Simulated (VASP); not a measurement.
# Zn4HO4 (a cell with a defect) in VASP: further runs

Zn4HO4 (a cell with a defect) is run at these levels: PBEsol; tasks: single point.

All numbers are computed with VASP 6.6.1; they aren't measurements. Logs are shortened: lines on timing, memory, paths and dates and some standing lists are left out, and cuts for length are marked.

### 1 The cell of the first run

The cell holds a defect, 9 atoms: a = 5.515 Å, b = 5.515 Å, c = 3.243 Å, α = 90.00°, β = 90.00°, γ = 90.00°.

### 2 Single point, PBEsol

INCAR reads:

```
ALGO = Normal
EDIFF = 1E-6
ENCUT = 520
GGA = PS
ISIF = 2
ISMEAR = 0
LASPH = True
LCHARG = False
LREAL = False
LWAVE = False
NBANDS = 46
NELM = 100
PREC = Accurate
SIGMA = 0.05
```

KPOINTS reads:

```
k-points
0
Gamma
  4 4 8
```

POSCAR reads:

```
Zn4HO4
1.0
    5.5148137916      0.0000000000      0.0000000000
    0.0000000000      5.5148137916      0.0000000000
    0.0000000000      0.0000000000      3.2430062931
Zn O H
4 4 1
Direct
    0.1820657240      0.1820657240      0.5000000000
    0.8179342760      0.8179342760      0.5000000000
    0.6820657240      0.3179342760      0.0000000000
    0.3179342760      0.6820657240      0.0000000000
    0.8180023132      0.1819976868      0.5000000000
    0.1819976868      0.8180023132      0.5000000000
    0.6819976868      0.6819976868      0.0000000000
    0.3180023132      0.3180023132      0.0000000000
    1.0000405349     -0.3180023132      0.3000000000
```

Potentials or basis: VASP PAW PBE potentials, release 64 (Zn, O, H).

Run with:

```console
cat potpaw_PBE.64/Zn/POTCAR potpaw_PBE.64/O/POTCAR potpaw_PBE.64/H/POTCAR > POTCAR
mpirun -np 1 vasp_std > vasp.out
```

OUTCAR:

```text
EDIFF = 1E-6
   ENCUT = 520
   GGA = PS
   ISIF = 2
   ISMEAR = 0
   LASPH = True
   LREAL = False
   NELM = 100
   PREC = Accurate

 ion  position               nearest neighbor table
   1  0.182  0.182  0.500-   8 1.94   8 1.94   5 2.01   6 2.01   2 2.84
   2  0.818  0.818  0.500-   9 1.41   7 1.94   7 1.94   6 2.01   5 2.01   1 2.84
   3  0.682  0.318  0.000-   5 1.94   5 1.94   8 2.01   7 2.01   4 2.84
   4  0.318  0.682  0.000-   6 1.94   6 1.94   8 2.01   7 2.01   3 2.84
   5  0.818  0.182  0.500-   3 1.94   3 1.94   1 2.01   2 2.01
   6  0.182  0.818  0.500-   9 1.41   4 1.94   4 1.94   2 2.01   1 2.01
   7  0.682  0.682  0.000-   2 1.94   2 1.94   4 2.01   3 2.01
   8  0.318  0.318  0.000-   1 1.94   1 1.94   4 2.01   3 2.01
   9  0.000  0.682  0.300-   6 1.41   2 1.41

  LATTYP: Found a simple tetragonal cell.
 ALAT       =     5.5148137916
 C/A-ratio  =     0.5880536344

  Lattice vectors:

 A1 = (   5.5148137916,   0.0000000000,   0.0000000000)
 A2 = (   0.0000000000,   5.5148137916,   0.0000000000)
 A3 = (   0.0000000000,   0.0000000000,   3.2430062931)

Analysis of symmetry for initial positions (statically):
=====================================================================
 Subroutine PRICEL returns:
 Original cell was already a primitive cell.

 Routine SETGRP: Setting up the symmetry group for a
 simple tetragonal supercell.

 Subroutine GETGRP returns: Found  1 space group operations
 (whereof  1 operations were pure point group operations)
 out of a pool of 16 trial point group operations.

The static configuration has the point symmetry C_1 .

Analysis of symmetry for dynamics (positions and initial velocities):
=====================================================================
 Subroutine PRICEL returns:
 Original cell was already a primitive cell.

 Routine SETGRP: Setting up the symmetry group for a
 simple tetragonal supercell.

 Subroutine GETGRP returns: Found  1 space group operations
 (whereof  1 operations were pure point group operations)
 out of a pool of 16 trial point group operations.

The dynamic configuration has the point symmetry C_1 .

 Subroutine INISYM returns: Found  1 space group operations
 (whereof  1 operations are pure point group operations),
 and found     1 'primitive' translations

----------------------------------------------------------------------------------------

                                     Primitive cell

  volume of cell :      98.6301

  direct lattice vectors                    reciprocal lattice vectors
     5.514813792  0.000000000  0.000000000     0.181329785  0.000000000  0.000000000
     0.000000000  5.514813792  0.000000000     0.000000000  0.181329785  0.000000000
     0.000000000  0.000000000  3.243006293     0.000000000  0.000000000  0.308355862

  length of vectors
     5.514813792  5.514813792  3.243006293     0.181329785  0.181329785  0.308355862

  position of ions in fractional coordinates (direct lattice)
     0.182065724  0.182065724  0.500000000
     0.817934276  0.817934276  0.500000000
     0.682065724  0.317934276  0.000000000
     0.317934276  0.682065724  0.000000000
     0.818002313  0.181997687  0.500000000
     0.181997687  0.818002313  0.500000000
     0.681997687  0.681997687  0.000000000
     0.318002313  0.318002313  0.000000000
     0.000040535  0.681997687  0.300000000

  ion indices of the primitive-cell ions
   primitive index   ion index
                 1           1
                 2           2
                 3           3
                 4           4
                 5           5
                 6           6
                 7           7
                 8           8
                 9           9

----------------------------------------------------------------------------------------

 KPOINTS: k-points

Automatic generation of k-mesh.
 Grid dimensions read from file:
 generate k-points for:    4    4    8

 Generating k-lattice:

  Cartesian coordinates                     Fractional coordinates (reciprocal lattice)
     0.045332446  0.000000000  0.000000000     0.250000000  0.000000000  0.000000000
     0.000000000  0.045332446  0.000000000     0.000000000  0.250000000  0.000000000
     0.000000000  0.000000000  0.038544483     0.000000000  0.000000000  0.125000000

  Length of vectors
     0.045332446  0.045332446  0.038544483

  Shift w.r.t. Gamma in fractional coordinates (k-lattice)
     0.000000000  0.000000000  0.000000000

 Subroutine IBZKPT returns following result:
 ===========================================

 Found     68 irreducible k-points:

 Following reciprocal coordinates:
            Coordinates               Weight
  0.000000  0.000000  0.000000      1.000000
  0.250000  0.000000  0.000000      2.000000
  0.000000  0.250000  0.000000      2.000000
  0.500000  0.000000  0.000000      1.000000
  0.000000  0.500000  0.000000      1.000000
  0.250000  0.250000  0.000000      2.000000
[... 16 lines left out ...]
 -0.250000  0.500000  0.125000      2.000000
  0.500000 -0.250000  0.125000      2.000000
 [... further k-points ...]
   k-points           NKPTS =     68   k-points in BZ     NKDIM =     68   number of bands    NBANDS=     46
   number of dos      NEDOS =    301   number of ions     NIONS =      9
   total plane-waves  NPLWV =  42336
   dimension x,y,z NGX =    42 NGY =   42 NGZ =   24
   dimension x,y,z NGXF=    84 NGYF=   84 NGZF=   48
   ions per type =               4   4   1
   NGX,Y,Z   is equivalent  to a cutoff of  12.66, 12.66, 12.30 a.u.
   NGXF,Y,Z  is equivalent  to a cutoff of  25.32, 25.32, 24.61 a.u.
 SYSTEM =  unknown system
   PREC   = accura    normal or accurate (medium, high low for compatibility)
   ISTART =      0    job   : 0-new  1-cont  2-samecut
   ICHARG =      2    charge: 1-file 2-atom 10-const
   ISPIN  =      1    spin polarized calculation?
   LNONCOLLINEAR =      F non collinear calculations
   LSORBIT =      F    spin-orbit coupling
   LASPH  =      T    aspherical Exc in radial PAW
   ENCUT  =  520.0 eV  38.22 Ry    6.18 a.u.  10.25 10.25  6.03*2*pi/ulx,y,z
   NELM   =    100;   NELMIN=  2; NELMDL= -5     # of ELM steps
   EDIFF  = 0.1E-05   stopping-criterion for ELM
   LREAL  =      F    real-space projection
   EDIFFG = 0.1E-04   stopping-criterion for IOM
   NSW    =      0    number of steps for IOM
   IBRION =     -1    ionic relax: 0-MD 1-quasi-New 2-CG
   NFREE  =      0    steps in history (QN), initial steepest desc. (CG)
   ISIF   =      2    stress and relaxation
   ISYM   =      2    0-nonsym 1-usesym 2-fastsym
   POTIM  = 0.5000    time-step for ionic-motion
   TEBEG  =    0.0;   TEEND  =   0.0 temperature during run
   PSTRESS=    0.0 pullay stress
   NELECT =      73.0000    total number of electrons
   NUPDOWN=      -1.0000    fix difference up-down
   EMIN   =  10.00;   EMAX   =-10.00  energy-range for DOS
   EFERMI =   0.00;   METHOD = LEGACY
   ISMEAR =     0;   SIGMA  =   0.05  broadening in eV -4-tet -1-fermi 0-gaus
   EFERMI_NEDOS =   21; number of points for ismear=-14 and -15
   IALGO  =     38    algorithm
   IMIX   =      4    mixing-type and parameters
     AMIX     =   0.40;   BMIX     =  1.00
     AMIX_MAG =   1.60;   BMIX_MAG =  1.00
  volume/ion in A,a.u.               =      10.96        73.95
  Fermi-wavevector in a.u.,A,eV,Ry     =   1.480855  2.798411 29.836656  2.192932
  Thomas-Fermi vector in A             =   2.594838
   LORBIT       =      0    0 simple, 1 ext, 2 COOP (PROOUT), +10 PAW based schemes
   GGA     = PS    functional components
   LHFCALC =     F    Hartree Fock is set to
   AEXX    =    0.0000 exact exchange contribution
   IVDW    =     0    specifies the selected vdW correction
   LEPSILON=     F    determine dielectric tensor
   LRPA    =     F    only Hartree local field effects (RPA)
 non-spin polarized calculation
 Gauss-broadening in eV      SIGMA  =   0.05
  energy-cutoff  :      520.00
  volume of cell :       98.63
 maximum number of plane-waves:      2684
 NGX is ok and might be reduce to    42
   NGX = 21   NGY = 21   NGZ = 13

 number of electron      73.0000002 magnetization

 Free energy of the ion-electron system (eV)
  ---------------------------------------------------
  ext. energy  EPLUGINS =         0.00000000
  ---------------------------------------------------
  free energy    TOTEN  =       -38.75109481 eV

  energy without entropy =      -38.74913820  energy(sigma->0) =      -38.75011651

 E-fermi :   3.3205     XC(G=0): -11.1262

 val. band max:        3.3170998770   @ k =   0.5000   0.5000   0.1250
 cond. band min:       3.3587038534   @ k =  -0.2500   0.5000   0.3750
 fundamental gap:      0.0416039764
 Fermi energy:         3.3205277058

 k-point     1 :       0.0000    0.0000    0.0000
  band No.  band energies     occupation
      1     -17.8287      2.00000
      2     -16.6390      2.00000
      3     -16.2344      2.00000
      4     -16.0493      2.00000
      5      -6.8416      2.00000
      6      -5.6399      2.00000
[... 38 lines left out ...]
     45      11.1058      0.00000
     46      12.2325      0.00000

 k-point     2 :       0.2500    0.0000    0.0000
  band No.  band energies     occupation
      1     -17.7938      2.00000
      2     -16.6632      2.00000
      3     -16.2339      2.00000
      4     -16.0679      2.00000
      5      -6.8902      2.00000
      6      -5.6791      2.00000
[... 38 lines left out ...]
     45      11.5723      0.00000
     46      11.8056      0.00000

 k-point     3 :       0.0000    0.2500    0.0000
  band No.  band energies     occupation
      1     -17.8025      2.00000
      2     -16.6242      2.00000
      3     -16.3000      2.00000
      4     -16.0293      2.00000
      5      -6.8816      2.00000
      6      -5.6503      2.00000
[... 38 lines left out ...]
     45      11.2241      0.00000
     46      11.8318      0.00000

 k-point     4 :       0.5000    0.0000    0.0000
  band No.  band energies     occupation
      1     -17.7562      2.00000
      2     -16.6950      2.00000
      3     -16.2181      2.00000
      4     -16.0969      2.00000
      5      -6.9350      2.00000
      6      -5.7215      2.00000
[... 920 lines left out ...]
     45      10.9738      0.00000
     46      11.3975      0.00000

 k-point    23 :      -0.2500    0.5000    0.1250
  band No.  band energies     occupation
      1     -17.7124      2.00000
      2     -16.5527      2.00000
      3     -16.3033      2.00000
      4     -16.0602      2.00000
      5      -6.9874      2.00000
      6      -5.6594      2.00000
[... 38 lines left out ...]
     45      10.5843      0.00000
     46      11.4374      0.00000

 k-point    24 :       0.5000   -0.2500    0.1250
  band No.  band energies     occupation
      1     -17.7028      2.00000
      2     -16.6040      2.00000
      3     -16.2042      2.00000
      4     -16.1208      2.00000
      5      -6.9866      2.00000
      6      -5.6889      2.00000
[... 38 lines left out ...]
     45      10.7287      0.00000
     46      11.4322      0.00000

 [... further k-points ...]
[... 5 lines left out ...]
  --------------------------------------------------------------------------------------
  -------------------------------------------------------------------------------------
  Total        8.2494695      3.9637874      5.6605507     -1.9310019      1.7136616     -1.4332120
  in kB      134.0068837     64.3889643     91.9517007    -31.3677805     27.8372388    -23.2815308
  external PRESSURE =      96.7825162 kB  Pullay stress =       0.0000000 kB

 VOLUME and BASIS-vectors are now :
 -----------------------------------------------------------------------------
  energy-cutoff  :      520.00
  volume of cell :       98.63
      direct lattice vectors                 reciprocal lattice vectors
     5.514813792  0.000000000  0.000000000     0.181329785  0.000000000  0.000000000
     0.000000000  5.514813792  0.000000000     0.000000000  0.181329785  0.000000000
     0.000000000  0.000000000  3.243006293     0.000000000  0.000000000  0.308355862

 POSITION                                       TOTAL-FORCE (eV/Angst)
 -----------------------------------------------------------------------------------
      1.00406      1.00406      1.62150        -0.056727      0.566060     -0.021872
      4.51076      4.51076      1.62150        -3.279115      2.130671      1.838440
      3.76147      1.75335      0.00000         0.037464     -0.055915      0.003693
      1.75335      3.76147      0.00000         0.787102     -0.595526     -0.305627
      4.51113      1.00368      1.62150        -0.028692     -0.407214      0.055173
      1.00368      4.51113      1.62150         0.980665      0.336628      0.394849
      3.76109      3.76109      0.00000        -0.840767      0.119848     -0.454710
      1.75372      1.75372      0.00000         0.076586     -0.009594      0.000666
      0.00022      3.76109      0.97290         2.323484     -2.084957     -1.510612
 -----------------------------------------------------------------------------------
    total drift:                               -0.000249      0.000175      0.000079

  FREE ENERGIE OF THE ION-ELECTRON SYSTEM (eV)
  ---------------------------------------------------
  free  energy   TOTEN  =       -38.7510948115 eV

  energy  without entropy=      -38.7491382040  energy(sigma->0) =      -38.75011651
```

Wall time 7.5 min (1 thread of AMD EPYC 7R43 (Zen 3), shared host); peak memory 0.31 GiB.

What came out:

```yaml
Free_energy: -38.7511 eV
Pressure: 9.7 GPa
Largest_force: 4.321 eV/Å
```

Forces on the atoms (eV/Å):
```
Zn  -0.057  0.566 -0.022
Zn  -3.279  2.131  1.838
Zn   0.037 -0.056  0.004
Zn   0.787 -0.596 -0.306
O   -0.029 -0.407  0.055
O    0.981  0.337  0.395
O   -0.841  0.120 -0.455
O    0.077 -0.010  0.001
H    2.323 -2.085 -1.511
```

Levels at points of the mesh, in eV from the Fermi level:
```tsv
k point	band 33	band 34	band 35	band 36	band 37	band 38	band 39	band 40	band 41	band 42
(0.00, 0.00, 0.00)	-3.07	-2.57	-2.44	-2.27	-2.24	1.58	2.75	3.88	4.34	5.60
(0.50, 0.00, 0.00)	-3.07	-2.82	-2.76	-2.64	-0.23	0.73	2.38	3.52	5.20	5.78
(0.00, 0.50, 0.00)	-3.31	-3.07	-2.59	-2.49	-0.64	0.85	3.08	3.52	4.24	5.83
(0.50, 0.50, 0.00)	-3.18	-3.07	-3.06	-3.02	-0.09	1.81	1.95	2.21	4.97	5.90
(0.00, 0.00, 0.50)	-4.28	-4.04	-3.67	-3.60	0.83	3.29	4.24	5.30	5.39	5.56
(0.50, 0.00, 0.50)	-4.14	-3.88	-3.41	-3.30	0.26	3.39	3.73	4.25	5.15	5.30
(0.00, 0.50, 0.50)	-4.01	-3.82	-3.48	-3.32	0.59	3.40	3.71	4.25	4.80	5.28
(0.50, 0.50, 0.50)	-3.73	-3.66	-3.55	-3.49	-0.13	2.83	3.38	3.51	4.75	5.31
```

Caveat: the PAW data sets were made with another functional, which shifts forces and pressure a little; an odd number of electrons without spin polarisation forces a metal; a magnetic or distorted state may lie lower.

### 3 Single point, PBEsol

INCAR reads:

```
PREC     = Accurate       # precision mode
ENCUT    = 520            # plane-wave cutoff, eV
EDIFF    = 1E-6           # SCF threshold, eV
ISMEAR   = 0              # smearing method
SIGMA    = 0.05           # smearing width, eV
LREAL    = False          # projectors in reciprocal space
LASPH    = True           # aspherical terms in the spheres
NELM     = 100            # most SCF steps
ALGO     = Normal         # electronic algorithm
ISIF     = 2              # what is computed and relaxed
LWAVE    = False          # write WAVECAR
LCHARG   = False          # write CHGCAR
GGA      = PS             # functional
NBANDS   = 46             # bands
```

KPOINTS reads:

```
regular mesh
0
Gamma
  4 4 8
```

Edit POSCAR of step 2 so:

```diff
@@ -16,2 +16,2 @@
     0.3180023132      0.3180023132      0.0000000000
-    1.0000405349     -0.3180023132      0.3000000000
+    1.0000405349     -0.4180023132      0.3000000000
```

Potentials or basis: VASP PAW PBE potentials, release 64 (Zn, O, H).

Run with:

```console
cat potpaw_PBE.64/Zn/POTCAR potpaw_PBE.64/O/POTCAR potpaw_PBE.64/H/POTCAR > POTCAR
mpirun -np 1 vasp_std > vasp.out
```

It took 9.6 min on 1 thread of AMD EPYC 7R13, shared host; peak memory 0.33 GiB.

It converged, with:

| Item | Value |
| --- | --- |
| Free energy | -39.4120 eV |
| Pressure | 4.7 GPa |
| Largest force | 0.912 eV/Å |

Forces in eV/Å, atoms in the order of the input:
```
Zn  -0.111  0.440 -0.012
Zn  -0.330  0.298  0.195
Zn   0.090 -0.001  0.001
Zn   0.203 -0.350 -0.130
O   -0.122 -0.556  0.078
O    0.623  0.549  0.376
O   -0.755  0.245 -0.351
O    0.310 -0.160 -0.103
H    0.092 -0.464 -0.054
```

Stress tensor (GPa, compression positive):
```
 5.49 -0.07  0.25
-0.07  3.52  0.75
 0.25  0.75  5.12
```

Levels at points of the mesh, in eV from the Fermi level:
```csv
k point,band 33,band 34,band 35,band 36,band 37,band 38,band 39,band 40
"(0.00, 0.00, 0.00)",-2.03,-1.71,-1.60,-1.54,-1.39,2.39,3.66,3.94
"(0.50, 0.00, 0.00)",-2.13,-1.92,-1.88,-1.78,0.01,1.65,3.22,4.45
"(0.00, 0.50, 0.00)",-2.18,-1.99,-1.81,-1.70,-0.19,1.69,3.41,4.46
"(0.50, 0.50, 0.00)",-2.27,-2.23,-2.22,-2.18,-0.13,2.72,2.74,3.14
"(0.00, 0.00, 0.50)",-3.34,-3.20,-2.79,-2.73,0.68,4.19,5.18,6.26
"(0.50, 0.00, 0.50)",-3.27,-3.01,-2.51,-2.44,0.32,4.38,4.54,5.18
"(0.00, 0.50, 0.50)",-3.12,-3.07,-2.54,-2.45,0.23,4.31,4.44,5.20
"(0.50, 0.50, 0.50)",-2.86,-2.78,-2.72,-2.68,-0.38,3.67,4.40,4.42
```

Caveat: the PAW data sets were made with another functional, which shifts forces and pressure a little; an odd number of electrons without spin polarisation forces a metal; a magnetic or distorted state may lie lower.

### 4 Single point, PBEsol

INCAR reads:

```
  ALGO = Normal
  EDIFF = 1E-6
  ENCUT = 520
  GGA = PS
  ISIF = 2
  ISMEAR = 0
  LASPH = True
  LCHARG = True
  LELF = True
  LREAL = False
  LVHAR = True
  LWAVE = False
  NBANDS = 46
  NELM = 80
  PREC = Accurate
  SIGMA = 0.05
```

KPOINTS reads:

```
k-points
0
Gamma
  4 4 8
```

Edit POSCAR of step 3 so:

```diff
@@ -16,2 +16,2 @@
     0.3180023132      0.3180023132      0.0000000000
-    1.0000405349     -0.4180023132      0.3000000000
+    1.0000405349     -0.6180023132      0.2000000000
```

Run with:

```console
cat potpaw_PBE.64/Zn/POTCAR potpaw_PBE.64/O/POTCAR potpaw_PBE.64/H/POTCAR > POTCAR
mpirun -np 1 vasp_std > vasp.out
```

Wall time 4.3 min (1 thread of Intel Xeon Platinum 8488C (Sapphire Rapids), shared host); peak memory 0.36 GiB.

It converged, with:

| Property | Result |
| --- | --- |
| Free energy | -39.3741 eV |
| Pressure | 5.3 GPa |
| Largest force | 1.041 eV/Å |

Forces on the atoms (eV/Å):
```
Zn   0.268 -0.448  0.355
Zn   0.072 -0.285 -0.018
Zn  -0.046  0.405 -0.174
Zn  -0.080  0.154  0.002
O   -0.658 -0.615  0.523
O    0.071  0.351  0.053
O   -0.327  0.156 -0.055
O    0.852 -0.193 -0.400
H   -0.152  0.477 -0.287
```

Stress tensor (GPa, compression positive):
```
 5.45 -0.34 -0.31
-0.34  4.33 -1.22
-0.31 -1.22  6.20
```

Levels at points of the mesh, in eV from the Fermi level:
```tsv
k point	band 33	band 34	band 35	band 36	band 37	band 38	band 39	band 40
(0.00, 0.00, 0.00)	-2.14	-1.84	-1.70	-1.61	-1.50	2.11	3.57	4.16
(0.50, 0.00, 0.00)	-2.19	-2.03	-1.97	-1.92	-0.12	1.55	3.13	4.33
(0.00, 0.50, 0.00)	-2.39	-2.16	-1.89	-1.78	-0.18	1.61	3.33	4.40
(0.50, 0.50, 0.00)	-2.35	-2.33	-2.31	-2.30	-0.12	2.59	2.68	3.03
(0.00, 0.00, 0.50)	-3.39	-3.36	-2.87	-2.86	0.78	4.09	5.04	6.14
(0.50, 0.00, 0.50)	-3.33	-3.22	-2.60	-2.57	0.11	4.19	4.33	5.09
(0.00, 0.50, 0.50)	-3.22	-3.14	-2.61	-2.59	0.52	4.27	4.54	5.08
(0.50, 0.50, 0.50)	-2.96	-2.95	-2.80	-2.78	-0.31	3.59	4.24	4.32
```

Caveat: the PAW data sets were made with another functional, which shifts forces and pressure a little; an odd number of electrons without spin polarisation forces a metal; a magnetic or distorted state may lie lower.

(Continued in part 2 of 2.)
